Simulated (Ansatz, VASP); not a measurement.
## Two plane-wave programs on Zr3H

The input INCAR:

```
PREC = Accurate
ENCUT = 520
EDIFF = 1E-6
ISMEAR = 0
SIGMA = 0.1
LREAL = False
LASPH = True
NELM = 150
ALGO = Normal
ISIF = 2
LWAVE = False
LCHARG = True
ISPIN = 2
MAGMOM = 1 1 1 0
LORBIT = 11
LMAXMIX = 4
GGA = PE
LELF = True
LVHAR = True
NBANDS = 30
```

File KPOINTS:

```
regular mesh
0
Gamma
  6 6 6
```

Contents of POSCAR:

```
Zr3H
1.0
    5.6627105025      0.0000000000      0.0000000000
   -2.8313552512      4.9040511494      0.0000000000
    0.0000000000      0.0000000000      2.9674062605
Zr H
3 1
Direct
    0.5000000000      0.0000000000      0.5000000000
    0.0000000000      0.5000000000      0.5000000000
    0.5000000000      0.5000000000      0.5000000000
    0.0000000000      0.0000000000      0.5000000000
```

Input for Ansatz:

```yaml
crystal:
  lattice:
    - [5.6627105025, 0.0, 0.0]
    - [-2.8313552512, 4.9040511494, 0.0]
    - [0.0, 0.0, 2.9674062605]
  atoms:
    - { symbol: Zr, position: [0.5, 0.0, 0.5], spin: 1.0 }
    - { symbol: Zr, position: [0.0, 0.5, 0.5], spin: 1.0 }
    - { symbol: Zr, position: [0.5, 0.5, 0.5], spin: 1.0 }
    - { symbol: H, position: [0.0, 0.0, 0.5] }
basis:
  ecutwfc: 420
kpoints:
  mp_grid: { grid: [6, 6, 6] }
hamiltonian:
  xc: pbe
scf:
  occupations: { method: gaussian, width: 0.1 }
  lower_state_search: "off"
output:
  forces: true
  stress: true
  eigenvalues: true
  populations: true
magnetization:
  spin_polarized: true
```

Alike in both runs: task single point; functional PBE; k mesh 6 × 6 × 6; occupations gaussian, width 0.1 eV; collinear spin.

|  | VASP | Ansatz |
| --- | --- | --- |
| version | VASP 6.6.1 | Ansatz 0.2.0 |
| potentials or method | VASP PAW PBE potentials, release 64 (Zr_sv, H), cutoff 520 eV | scalar-relativistic, plane waves, PAW |
| valence electrons in the cell | 37 | 37 |

|  | VASP | Ansatz | Ansatz less VASP |
| --- | --- | --- | --- |
| gap on the k mesh at the Fermi level (eV) | none | none | - |
| pressure (GPa) | 0.1 | 0.1 | -0.03 |
| traceless stress, the component that is largest in VASP (GPa) | 0.13 | 0.17 | +0.037 |
| net moment per atom (μB) | 0.00 | 0.00 | 0.000 |

A gap of «none» marks a metal or a gap that the smearing closes. Ansatz's warnings: seeded moment not kept.
